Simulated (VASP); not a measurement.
Input of a VASP 6.6.1 run:

File INCAR:

```
PREC = Accurate
ENCUT = 520
EDIFF = 1E-7
ISMEAR = 0
SIGMA = 0.05
LREAL = False
LASPH = True
NELM = 60
ALGO = Normal
ISIF = 2
LWAVE = False
LCHARG = True
GGA = PE
IVDW = 12
LELF = True
LVHAR = True
NBANDS = 35
```

File KPOINTS:

```
regular mesh
0
Gamma
  12 12 4
```

File POSCAR:

```
WS2
1.0
    3.1542061832      0.0000000000      0.0000000000
   -1.5771030916      2.7316226834      0.0000000000
    0.0000000000      0.0000000000     12.1399091344
W S
2 4
Direct
    0.3333333333      0.6666666667      0.2500000000
    0.6666666667      0.3333333333      0.7500000000
    0.3607895411      0.7215790822      0.5955755389
    0.6666666667      0.3333333333      0.1202874207
    0.3333333333      0.6666666667      0.8797125793
    0.6666666667      0.3333333333      0.3797125793
```

Potentials or basis: VASP PAW PBE potentials, release 64 (W_sv, S).

The run is started by

```sh
$ cat potpaw_PBE.64/W_sv/POTCAR potpaw_PBE.64/S/POTCAR > POTCAR
$ mpirun -np 1 vasp_std > vasp.out
```

Q: What does it give for the band gap on the k mesh?

A: 0.60 eV (least direct gap 1.68 eV).

Q: Predict the pressure.

A: -5.5 GPa.

Stress tensor (GPa, compression positive):
```
 -2.91   0.00   0.00
  0.00  -3.22   1.91
  0.00   1.91 -10.30
```

Caveat: the cell differs from its parent crystal (atom 3 (S) moved by (+0.150, -0.300) A along y and z); the cell stands under tension; spin-orbit coupling is left out, which moves the levels of the heavy elements; forces of over 1 eV/Å act on the atoms, so gaps and moduli don't describe the material at rest. A k mesh can miss the band edges.
